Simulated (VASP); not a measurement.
# Sn2HO2 in VASP: single point with PBE+D3(BJ)

Aim: the single point of Sn2HO2 with PBE+D3(BJ).

Everything below comes from runs of VASP 6.6.1. Logs are shortened: lines on timing, memory, paths and dates and some standing lists are left out, and cuts for length are marked.

### Step 1. The cell of the first run

The cell holds a slab with vacuum, 5 atoms: a = 3.820 Å, b = 3.820 Å, c = 17.863 Å, α = 90.00°, β = 90.00°, γ = 90.00°.

### Step 2. Single point, PBE+D3(BJ), collinear spin

INCAR

```
SYSTEM = Sn2HO2
ALGO = Normal
DIPOL = 0.5 0.5 0.316
EDIFF = 1E-6
ENCUT = 520
GGA = PE
IDIPOL = 3
ISIF = 2
ISMEAR = 0
ISPIN = 2
IVDW = 12
LASPH = .True.
LCHARG = .False.
LDIPOL = .True.
LORBIT = 11
LREAL = .False.
LWAVE = .False.
MAGMOM = 0 0 0 0 1
NBANDS = 32
NELM = 150
PREC = Accurate
SIGMA = 0.05
```

KPOINTS

```
k-points
0
Gamma
  7 7 1
  0 0 0
```

POSCAR

```
Sn2HO2
1.0
    3.8201526293      0.0003049820      0.0000000000
   -0.0003049820      3.8201526293      0.0000000000
    0.0000000000      0.0000000000     17.8630377374
Sn O H
2 2 1
Direct
    0.9999456088      0.9999456088      0.2239260790
    0.4999456088      0.4999456088      0.3562125228
    0.9999456088      0.4999456088      0.2900693009
    0.4999456088      0.9999456088      0.2900693009
    0.4999456088      0.9999456088      0.4211259385
```

Potentials or basis: VASP PAW PBE potentials, release 64 (Sn_d, O, H).

Started as:

```sh
> cat potpaw_PBE.64/Sn_d/POTCAR potpaw_PBE.64/O/POTCAR potpaw_PBE.64/H/POTCAR > POTCAR
> mpirun -np 1 vasp_std > vasp.out
```

OUTCAR:

```text
SYSTEM = Sn2HO2
   EDIFF = 1E-6
   ENCUT = 520
   GGA = PE
   ISIF = 2
   ISMEAR = 0
   ISPIN = 2
   IVDW = 12
   LASPH = .True.
   LORBIT = 11
   LREAL = .False.
   NELM = 150
   PREC = Accurate
 IVDW          = 12

 ion  position               nearest neighbor table
   1  1.000  1.000  0.224-   3 2.25   4 2.25   3 2.25   4 2.25   2 3.59   2 3.59   2 3.59   2 3.59

   2  0.500  0.500  0.356-   5 2.23   5 2.23   3 2.25   4 2.25   4 2.25   3 2.25   1 3.59   1 3.59
                             1 3.59   1 3.59
   3  1.000  0.500  0.290-   1 2.25   2 2.25   1 2.25   2 2.25
   4  0.500  1.000  0.290-   1 2.25   2 2.25   2 2.25   1 2.25
   5  0.500  1.000  0.421-   2 2.23   2 2.23

  LATTYP: Found a simple tetragonal cell.
 ALAT       =     3.8201526415
 C/A-ratio  =     4.6760010434

  Lattice vectors:

 A1 = (   3.8201526293,   0.0003049820,   0.0000000000)
 A2 = (  -0.0003049820,   3.8201526293,   0.0000000000)
 A3 = (   0.0000000000,   0.0000000000,  17.8630377374)

Analysis of symmetry for initial positions (statically):
=====================================================================
 Subroutine PRICEL returns:
 Original cell was already a primitive cell.

 Routine SETGRP: Setting up the symmetry group for a
 simple tetragonal supercell.

 Subroutine GETGRP returns: Found  4 space group operations
 (whereof  1 operations were pure point group operations)
 out of a pool of 16 trial point group operations.

The static configuration has the point symmetry C_1 .
 The point group associated with its full space group is C_2v.

Analysis of symmetry for dynamics (positions and initial velocities):
=====================================================================
 Subroutine PRICEL returns:
 Original cell was already a primitive cell.

 Routine SETGRP: Setting up the symmetry group for a
 simple tetragonal supercell.

 Subroutine GETGRP returns: Found  4 space group operations
 (whereof  1 operations were pure point group operations)
 out of a pool of 16 trial point group operations.

The dynamic configuration has the point symmetry C_1 .
 The point group associated with its full space group is C_2v.

Analysis of structural, dynamic, and magnetic symmetry:
=====================================================================
 Subroutine PRICEL returns:
 Original cell was already a primitive cell.

 Routine SETGRP: Setting up the symmetry group for a
 simple tetragonal supercell.

 Subroutine GETGRP returns: Found  4 space group operations
 (whereof  1 operations were pure point group operations)
 out of a pool of 16 trial point group operations.

The overall configuration has the point symmetry C_1 .
 The point group associated with its full space group is C_2v.

 Subroutine INISYM returns: Found  4 space group operations
 (whereof  1 operations are pure point group operations),
 and found     1 'primitive' translations

----------------------------------------------------------------------------------------

                                     Primitive cell

  volume of cell :     260.6854

  direct lattice vectors                    reciprocal lattice vectors
     3.820152629  0.000304982  0.000000000     0.261769644  0.000020898  0.000000000
    -0.000304982  3.820152629  0.000000000    -0.000020898  0.261769644  0.000000000
     0.000000000  0.000000000 17.863037737     0.000000000  0.000000000  0.055981520

  length of vectors
     3.820152641  3.820152641 17.863037737     0.261769645  0.261769645  0.055981520

  position of ions in fractional coordinates (direct lattice)
     0.999945609  0.999945609  0.223926079
     0.499945609  0.499945609  0.356212523
     0.999945609  0.499945609  0.290069301
     0.499945609  0.999945609  0.290069301
     0.499945609  0.999945609  0.421125938

  ion indices of the primitive-cell ions
   primitive index   ion index
                 1           1
                 2           2
                 3           3
                 4           4
                 5           5

----------------------------------------------------------------------------------------

 KPOINTS: k-points

Automatic generation of k-mesh.
 Grid dimensions read from file:
 generate k-points for:    7    7    1

 Generating k-lattice:

  Cartesian coordinates                     Fractional coordinates (reciprocal lattice)
     0.037395663  0.000002985  0.000000000     0.142857143  0.000000000  0.000000000
    -0.000002985  0.037395663  0.000000000     0.000000000  0.142857143  0.000000000
     0.000000000  0.000000000  0.055981520     0.000000000  0.000000000  1.000000000

  Length of vectors
     0.037395664  0.037395664  0.055981520

  Shift w.r.t. Gamma in fractional coordinates (k-lattice)
     0.000000000  0.000000000  0.000000000

 Subroutine IBZKPT returns following result:
 ===========================================

 Found     16 irreducible k-points:

 Following reciprocal coordinates:
            Coordinates               Weight
  0.000000  0.000000  0.000000      1.000000
  0.142857 -0.000000  0.000000      2.000000
  0.000000  0.142857  0.000000      2.000000
  0.285714 -0.000000  0.000000      2.000000
  0.000000  0.285714  0.000000      2.000000
  0.428571 -0.000000  0.000000      2.000000
[... 8 lines left out ...]
 -0.285714  0.428571  0.000000      4.000000
  0.428571  0.428571  0.000000      4.000000
   k-points           NKPTS =     16   k-points in BZ     NKDIM =     16   number of bands    NBANDS=     32
   number of dos      NEDOS =    301   number of ions     NIONS =      5
   total plane-waves  NPLWV = 109760
   dimension x,y,z NGX =    28 NGY =   28 NGZ =  140
   dimension x,y,z NGXF=    56 NGYF=   56 NGZF=  280
   ions per type =               2   2   1
   NGX,Y,Z   is equivalent  to a cutoff of  12.19, 12.19, 13.03 a.u.
   NGXF,Y,Z  is equivalent  to a cutoff of  24.37, 24.37, 26.06 a.u.
 SYSTEM =  Sn2HO2
   PREC   = accura    normal or accurate (medium, high low for compatibility)
   ISTART =      0    job   : 0-new  1-cont  2-samecut
   ICHARG =      2    charge: 1-file 2-atom 10-const
   ISPIN  =      2    spin polarized calculation?
   LNONCOLLINEAR =      F non collinear calculations
   LSORBIT =      F    spin-orbit coupling
   LASPH  =      T    aspherical Exc in radial PAW
   ENCUT  =  520.0 eV  38.22 Ry    6.18 a.u.   7.10  7.10 33.21*2*pi/ulx,y,z
   NELM   =    150;   NELMIN=  2; NELMDL= -5     # of ELM steps
   EDIFF  = 0.1E-05   stopping-criterion for ELM
   LREAL  =      F    real-space projection
[... 7 lines left out ...]
   TEBEG  =    0.0;   TEEND  =   0.0 temperature during run
   PSTRESS=    0.0 pullay stress
   NELECT =      41.0000    total number of electrons
   NUPDOWN=      -1.0000    fix difference up-down
   EMIN   =  10.00;   EMAX   =-10.00  energy-range for DOS
   EFERMI =   0.00;   METHOD = LEGACY
   ISMEAR =     0;   SIGMA  =   0.05  broadening in eV -4-tet -1-fermi 0-gaus
   EFERMI_NEDOS =   21; number of points for ismear=-14 and -15
   IALGO  =     38    algorithm
   IMIX   =      4    mixing-type and parameters
     AMIX     =   0.40;   BMIX     =  1.00
     AMIX_MAG =   1.60;   BMIX_MAG =  1.00
  volume/ion in A,a.u.               =      52.14       351.84
  Fermi-wavevector in a.u.,A,eV,Ry     =   0.883684  1.669921 10.624765  0.780898
  Thomas-Fermi vector in A             =   2.004484
   LORBIT       =     11    0 simple, 1 ext, 2 COOP (PROOUT), +10 PAW based schemes
   GGA     = PE    functional components
   LHFCALC =     F    Hartree Fock is set to
   AEXX    =    0.0000 exact exchange contribution
   IVDW    =    12    specifies the selected vdW correction
   LEPSILON=     F    determine dielectric tensor
   LRPA    =     F    only Hartree local field effects (RPA)
 spin polarized calculation
 Gauss-broadening in eV      SIGMA  =   0.05
  energy-cutoff  :      520.00
  volume of cell :      260.69
 maximum number of plane-waves:      7046
   NGX = 15   NGY = 15   NGZ = 67

 dipolmoment           0.000000      0.000000     -0.012642 electrons x Angstroem

 number of electron      40.9999985 magnetization       0.1420259

 dipolmoment           0.000000      0.000000      0.060903 electrons x Angstroem

 Free energy of the ion-electron system (eV)
  ---------------------------------------------------
  ext. energy  EPLUGINS =         0.00000000
  ---------------------------------------------------
  free energy    TOTEN  =       -24.55914578 eV

  energy without entropy =      -24.55644859  energy(sigma->0) =      -24.55779719

 E-fermi :  -1.3826     XC(G=0):  -3.6616

 val. band max:       -1.4133118209   @ k =  -0.1429   0.2857   0.0000
 cond. band min:      -1.3706896504   @ k =   0.2857   0.2857   0.0000
 fundamental gap:      0.0426221705
 Fermi energy:        -1.3825635588

 spin component 1

 k-point     1 :       0.0000    0.0000    0.0000
  band No.  band energies     occupation
      1     -23.2600      1.00000
      2     -22.9813      1.00000
      3     -22.9208      1.00000
      4     -22.9052      1.00000
      5     -22.8835      1.00000
      6     -22.8289      1.00000
[... 24 lines left out ...]
     31       5.3180      0.00000
     32       6.6558      0.00000

 k-point     2 :       0.1429   -0.0000    0.0000
  band No.  band energies     occupation
      1     -23.2537      1.00000
      2     -23.0013      1.00000
      3     -22.9162      1.00000
      4     -22.9091      1.00000
      5     -22.8824      1.00000
      6     -22.8211      1.00000
[... 24 lines left out ...]
     31       5.5285      0.00000
     32       7.1719      0.00000
[... 453 lines left out ...]
     31       6.4008      0.00000
     32       6.6953      0.00000

 k-point    16 :       0.4286    0.4286    0.0000
  band No.  band energies     occupation
      1     -23.2545      1.00000
      2     -23.1390      1.00000
      3     -22.9516      1.00000
      4     -22.9363      1.00000
      5     -22.8462      1.00000
      6     -22.7523      1.00000
[... 24 lines left out ...]
     31       6.9776      0.00000
     32       7.3761      0.00000
 Fermi energy:        -1.3825635588

 spin component 2

 k-point     1 :       0.0000    0.0000    0.0000
  band No.  band energies     occupation
      1     -23.2500      1.00000
      2     -22.9689      1.00000
      3     -22.9091      1.00000
      4     -22.8925      1.00000
      5     -22.8711      1.00000
      6     -22.8241      1.00000
[... 24 lines left out ...]
     31       5.3217      0.00000
     32       6.6713      0.00000

 k-point     2 :       0.1429   -0.0000    0.0000
  band No.  band energies     occupation
      1     -23.2438      1.00000
      2     -22.9887      1.00000
      3     -22.9041      1.00000
      4     -22.8964      1.00000
      5     -22.8699      1.00000
      6     -22.8169      1.00000
[... 24 lines left out ...]
     31       5.5333      0.00000
     32       7.1833      0.00000
[... 453 lines left out ...]
     31       6.4189      0.00000
     32       6.6982      0.00000

 k-point    16 :       0.4286    0.4286    0.0000
  band No.  band energies     occupation
      1     -23.2455      1.00000
      2     -23.1282      1.00000
      3     -22.9393      1.00000
      4     -22.9236      1.00000
      5     -22.8336      1.00000
      6     -22.7489      1.00000
[... 24 lines left out ...]
     31       6.9922      0.00000
     32       7.3772      0.00000

------------------------ aborting loop because EDIFF is reached ----------------------------------------

 vacuum level on the upper side and lower side of the slab       (xc-potential included)         0.365        -0.369

 Edisp (eV)   -0.61909

 E8    (eV) :    -0.2695

  FORCE on cell =-STRESS in cart. coord.  units (eV):
  Direction    XX          YY          ZZ          XY          YZ          ZX
  --------------------------------------------------------------------------------------
  -------------------------------------------------------------------------------------
  Total      -1.14144    -2.47580     1.02211     0.00011     0.00000     0.00000
  in kB      -7.01532   -15.21633     6.28192     0.00065     0.00000     0.00000
  external pressure =       -5.32 kB  Pullay stress =        0.00 kB

 VOLUME and BASIS-vectors are now :
 -----------------------------------------------------------------------------
  energy-cutoff  :      520.00
  volume of cell :      260.69
      direct lattice vectors                 reciprocal lattice vectors
     3.820152629  0.000304982  0.000000000     0.261769644  0.000020898  0.000000000
    -0.000304982  3.820152629  0.000000000    -0.000020898  0.261769644  0.000000000
     0.000000000  0.000000000 17.863037737     0.000000000  0.000000000  0.055981520

 POSITION                                       TOTAL-FORCE (eV/Angst)
 -----------------------------------------------------------------------------------
      3.81964      3.82025      4.00000        -0.000000      0.000000     -0.072115
      1.90972      1.91002      6.36304         0.000000      0.000000      0.831233
      3.81979      1.91017      5.18152         0.000000      0.000000      0.515598
      1.90956      3.82010      5.18152        -0.000000      0.000000     -1.289666
      1.90956      3.82010      7.52259        -0.000000      0.000000      0.014949
 -----------------------------------------------------------------------------------
    total drift:                               -0.000001     -0.000000      0.001214

  FREE ENERGIE OF THE ION-ELECTRON SYSTEM (eV)
  ---------------------------------------------------
  free  energy   TOTEN  =       -25.1782370601 eV

  energy  without entropy=      -25.1755398741  energy(sigma->0) =      -25.17688847

 vacuum level on the upper side and lower side of the slab         3.567         2.811

 total charge

# of ion       s       p       d       tot
------------------------------------------
    1        1.279   0.766  10.055  12.100
    2        1.159   0.804  10.086  12.049
    3        1.578   3.417   0.000   4.994
    4        1.578   3.432   0.000   5.011
    5        0.447   0.005   0.000   0.453
--------------------------------------------------
tot          6.041   8.424  20.141  34.606

 magnetization (x)

# of ion       s       p       d       tot
------------------------------------------
    1       -0.000  -0.000   0.000   0.000
    2        0.028   0.012   0.004   0.043
    3        0.000   0.003   0.000   0.003
    4        0.000   0.014   0.000   0.014
    5        0.027   0.000   0.000   0.028
--------------------------------------------------
tot          0.055   0.028   0.004   0.088
```

Run time: 5.1 min. Hardware: 1 thread of Intel Xeon Platinum 8488C (Sapphire Rapids), shared host; peak memory 0.51 GiB.

What came out:

```
Free energy                                           : -25.1782 eV
Largest force                                         : 1.290 eV/Å
Net moment                                            : 0.14 μB per cell
Site moments                                          : Sn +0.00, +0.04; O +0.00, +0.01; H +0.03 μB
Valence electrons inside the program's atomic spheres : Sn 12.10, 12.05; O 4.99, 5.01; H 0.45
Dispersion energy per atom                            : -0.124 eV
```

Forces in eV/Å, atoms in the order of the input:
```
Sn   0.000  0.000 -0.072
Sn   0.000  0.000  0.831
O    0.000  0.000  0.516
O    0.000  0.000 -1.290
H    0.000  0.000  0.015
```

Caveat: spin-orbit coupling is left out, which moves the levels of the heavy elements.
